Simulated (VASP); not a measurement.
Crystal: PbS.

```
Pb S
1.0
     0.00000    2.98723    2.98723
     2.98723    0.00000    2.98723
     2.98723    2.98723    0.00000
Pb S
1 1
Direct
  0.00000 0.00000 0.00000
  0.50000 0.50000 0.50000
```

Base run:

| Property | Result |
| --- | --- |
| Program | VASP 6.6.1 |
| Functional | r2SCAN |
| Potentials or basis | VASP PAW PBE potentials, release 64 (Pb_d, S) |
| Cutoff | 520 eV |
| k mesh | 8 × 8 × 8 |
| Occupations | gaussian, width 0.01 eV |
| Spin | no spin polarisation |

Its results: band gap on the k mesh 0.70 eV, direct; pressure 0.0 GPa.

**Question.** The run is repeated on the same cell with these changes: functional from r2SCAN to PBE. What comes out?

**Answer.** Band gap on the k mesh 0.44 eV, direct; pressure 0.9 GPa.

r2SCAN gives the wider gap, since meta-GGAs in the generalised Kohn-Sham scheme recover part of the derivative discontinuity.

Caveats: spin-orbit coupling is left out, which moves the levels of the heavy elements; the PAW data sets were made with another functional, which shifts forces and pressure a little (some runs).

A k mesh can miss the band edges.
